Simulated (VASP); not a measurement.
A run of VASP 6.6.1 is set up as follows.

INCAR

```
SYSTEM = W
ALGO = Normal
EDIFF = 1E-7
ENCUT = 520
GGA = PE
ISIF = 2
ISMEAR = -1
LASPH = .True.
LCHARG = .True.
LELF = .True.
LREAL = .False.
LVHAR = .True.
LWAVE = .False.
NBANDS = 13
NELM = 60
PREC = Accurate
SIGMA = 0.1
```

File KPOINTS:

```
k-points
0
Gamma
  19 19 19
  0 0 0
```

Contents of POSCAR:

```
W
1.0
   -1.5917658883      1.5917658883      1.5917658883
    1.5917658883     -1.5917658883      1.5917658883
    1.5917658883      1.5917658883     -1.5917658883
W
1
Direct
    0.0000000000      0.0000000000      0.0000000000
```

Potentials or basis: VASP PAW PBE potentials, release 64 (W_sv).

The run is started by

```sh
$ cat potpaw_PBE.64/W_sv/POTCAR > POTCAR
$ mpirun -np 1 vasp_std > vasp.out
```

(1) Estimate the band gap on the k mesh.

(2) Estimate the pressure.

Results:

(1) zero (bands 7 and 8 overlap by 5.91 eV).

(2) 0.5 GPa.

Caveat: spin-orbit coupling is left out, which moves the levels of the heavy elements.
